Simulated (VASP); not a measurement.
Write the native input for VASP 6.6.1 that does the following.

```yaml
Task: single point
Functional: PBE
Potentials_or_basis: VASP PAW PBE potentials, release 64 (Ta_pv)
Cutoff: 520 eV
k_mesh: 20 × 20 × 20
Occupations: gaussian, width 0.15 eV
Spin: no spin polarisation
Dipole_correction: no
Further_INCAR_settings: ALGO = Fast; EDIFF = 1e-06; NBANDS = 12
```

The structure of Ta lies in POSCAR:

```
Ta
1.0
   -1.6512800000      1.6512800000      1.5893570000
    1.6512800000     -1.6512800000      1.5893570000
    1.6512800000      1.6512800000     -1.5893570000
Ta
1
Direct
    0.0000000000      0.0000000000      0.0000000000
```

This cell differs from its parent crystal: strain -0.0375 x Voigt [0, 0, 1, 0, 0, 0].

The input as run:

INCAR

```
SYSTEM = Ta
ALGO     = Fast           ! electronic algorithm
EDIFF    = 1E-6           ! SCF threshold, eV
ENCUT    = 520            ! plane-wave cutoff, eV
GGA      = PE             ! functional
ISIF     = 2              ! what is computed and relaxed
ISMEAR   = 0              ! smearing method
LASPH    = .True.         ! aspherical terms in the spheres
LCHARG   = .False.        ! write CHGCAR
LREAL    = .False.        ! projectors in reciprocal space
LWAVE    = .False.        ! write WAVECAR
NBANDS   = 12             ! bands
NELM     = 80             ! most SCF steps
PREC     = Accurate       ! precision mode
SIGMA    = 0.15           ! smearing width, eV
```

KPOINTS

```
k-points
0
Gamma
  20 20 20
  0 0 0
```

Potentials or basis: VASP PAW PBE potentials, release 64 (Ta_pv).

Command:

```sh
$ cat potpaw_PBE.64/Ta_pv/POTCAR > POTCAR
$ mpirun -np 1 vasp_std > vasp.out
```

It gave:

The pressure is 12.0 GPa. The band gap on the k mesh is zero (an odd number of electrons rules out a gap without spin polarisation).

Caveat: the cell differs from its parent crystal (strain -0.0375 x Voigt [0, 0, 1, 0, 0, 0]); the cell stands under pressure; spin-orbit coupling is left out, which moves the levels of the heavy elements.

Wall time 37 s on 1 thread of Intel(R) Xeon(R) 6975P-C (Granite Rapids) (shared host), peak memory 0.24 GiB.
